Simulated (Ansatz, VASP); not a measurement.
Two plane-wave programs on ZnS

```
CELL_PARAMETERS angstrom
-3.84549 0.00000 0.00000
0.00000 0.00000 -6.30533
0.00000 -6.66059 0.00000
ATOMIC_POSITIONS crystal
Zn 0.50000 0.99532 0.16667
Zn 0.00000 0.99532 0.66667
Zn 0.00000 0.49424 0.33333
Zn 0.50000 0.49424 0.83333
S 0.50000 0.61546 0.16667
S 0.00000 0.61546 0.66667
S 0.00000 0.12498 0.33333
S 0.50000 0.12498 0.83333
```

Change from the starting cell: mode 23 (321.1 1/cm) frozen in, largest displacement +0.030 Å.

Alike in both runs: task single point; functional PBE; k mesh 8 × 4 × 4; occupations gaussian, width 0.05 eV; no spin polarisation.

|  | VASP | Ansatz |
| --- | --- | --- |
| version | VASP 6.6.1 | Ansatz 0.2.0 |
| potentials or method | VASP PAW PBE potentials, release 64 (Zn, S), cutoff 520 eV | scalar-relativistic, plane waves, PAW |
| valence electrons in the cell | 72 | 72 |

```tsv
	VASP	Ansatz	Ansatz less VASP
gap on the k mesh at the Fermi level (eV)	2.08	2.07	-0.004
least direct gap on the mesh (eV)	2.08	2.07	-0.004
pressure (GPa)	0.2	0.0	-0.15
traceless stress, the component that is largest in VASP (GPa)	0.06	0.06	+0.002
rms of the force components (eV/Å)	0.154	0.153	-0.0009
```

Atom by atom the forces differ by 0.001 eV/Å (rms over components).
